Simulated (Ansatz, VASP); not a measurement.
**One calculation of Lu, two programs**

INCAR

```
SYSTEM = Lu
ALGO = Normal
EDIFF = 1E-7
ENCUT = 520
GGA = PS
ISIF = 2
ISMEAR = -1
LASPH = .True.
LCHARG = .False.
LREAL = .False.
LWAVE = .False.
NBANDS = 32
NELM = 60
PREC = Accurate
SIGMA = 0.05
```

Contents of KPOINTS:

```
k-points
0
Gamma
  10 10 10
  0 0 0
```

The input POSCAR:

```
Lu
1.0
    0.0000000000      3.1484096332      3.1484096332
    3.1484096332      0.0000000000      3.1484096332
    3.1484096332      3.1484096332      0.0000000000
Lu
2
Direct
   -0.1250000000     -0.1250000000     -0.1250000000
    0.1250000000      0.1250000000      0.1250000000
```

Input for Ansatz:

```yaml
crystal:
  lattice:
    - [0.0, 3.1484096332, 3.1484096332]
    - [3.1484096332, 0.0, 3.1484096332]
    - [3.1484096332, 3.1484096332, 0.0]
  atoms:
    - { symbol: Lu, position: [-0.125, -0.125, -0.125] }
    - { symbol: Lu, position: [0.125, 0.125, 0.125] }
kpoints:
  mp_grid: { grid: [10, 10, 10] }
scf:
  occupations: { method: fermi_dirac, width: 0.05 }
hamiltonian:
  xc: pbesol
  pseudopotentials: { kind: paw }
output:
  forces: true
  stress: true
  eigenvalues: true
  populations: true
```

Change from the starting cell: volume scaled by 0.68, PAW files.

Alike in both runs: task single point; functional PBEsol; k mesh 10 × 10 × 10; occupations fermi-dirac, width 0.05 eV; no spin polarisation.

|  | VASP | Ansatz |
| --- | --- | --- |
| version | VASP 6.6.1 | Ansatz 0.2.0 |
| potentials or method | VASP PAW PBE potentials, release 64 (Lu) | PAW with Ansatz's default frozen-core files, scalar-relativistic |
| plane-wave cutoff (eV) | 520 | 420 |
| valence electrons in the cell | 50 | 50 |

Ansatz gave:

```
pressure (GPa) : 4.9
```

Question: What did VASP give for the same quantities?

Answer: Pressure (GPa): 5.2.

VASP's potentials were made for PBE, not for PBEsol.

Spin-orbit coupling is off throughout.
